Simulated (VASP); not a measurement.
A run of VASP 6.6.1 is set up as follows.

Contents of INCAR:

```
ALGO = Normal
EDIFF = 1E-6
ENCUT = 520
GGA = PS
ISIF = 2
ISMEAR = -1
ISPIN = 2
LASPH = True
LCHARG = True
LELF = True
LMAXMIX = 4
LORBIT = 11
LREAL = False
LVHAR = True
LWAVE = False
MAGMOM = 3 0
NBANDS = 18
NELM = 150
PREC = Accurate
SIGMA = 0.05
```

KPOINTS

```
k-points
0
Gamma
  11 11 11
```

Contents of POSCAR:

```
FeO
1.0
    0.0000000000      2.1976734774      2.1976734774
    2.1976734774      0.0000000000      2.1976734774
    2.1976734774      2.1976734774      0.0000000000
Fe O
1 1
Direct
    0.0000000000      0.0000000000      0.0000000000
    0.5000000000      0.5000000000      0.5000000000
```

Potentials or basis: VASP PAW PBE potentials, release 64 (Fe, O).

Launch:

```bash
$ cat potpaw_PBE.64/Fe/POTCAR potpaw_PBE.64/O/POTCAR > POTCAR
$ mpirun -np 1 vasp_std > vasp.out
```

Q: What does it give for the pressure?

A: -17.1 GPa.

Q: Estimate the site moments.

A: Fe +3.62; O +0.29 μB.

Q: Predict the band gap on the k mesh.

A: Zero (filled and empty bands overlap).

Caveat: the PAW data sets were made with another functional, which shifts forces and pressure a little; a cell with one magnetic atom can't hold antiferromagnetic order, which such compounds often take; semilocal functionals often make such compounds metallic where correlation or magnetic order opens a gap, which also shifts bond lengths.
